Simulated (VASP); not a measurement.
C, 2 atoms in the cell. It takes space group Fmmm (No. 69, orthorhombic). The conventional cell has a = 2.469 Å, b = 4.276 Å, c = 7.439 Å, α = 90.00°, β = 90.00°, γ = 90.00°. Within 1.9 Å of C (site symmetry m2m) lie 3 C at 1.43 Å. 

- Program: VASP 6.6.1
- Task: single point
- Functional: PBE
- Dispersion: D3(BJ)
- Potentials or basis: VASP PAW PBE potentials, release 64 (C)
- Cutoff: 520 eV
- k mesh: 18 × 18 × 18
- Occupations: gaussian, width 0.02 eV
- Spin: no spin polarisation
- Dipole correction: no
- Further INCAR settings: ALGO = Normal; EDIFF = 1e-06; NBANDS = 11

Potentials or basis: VASP PAW PBE potentials, release 64 (C).

Command:

```console
$ cat potpaw_PBE.64/C/POTCAR > POTCAR
$ mpirun -np 1 vasp_std > vasp.out
```

Hardware: 1 thread of Intel(R) Xeon(R) 6975P-C (Granite Rapids), on a shared host.

**Question.** Estimate the wall time of this run.

**Answer.** Run time: 73 s on 1 thread of Intel(R) Xeon(R) 6975P-C (Granite Rapids) (shared host), peak memory 0.27 GiB. Counts: scf iterations 12, k points 865.
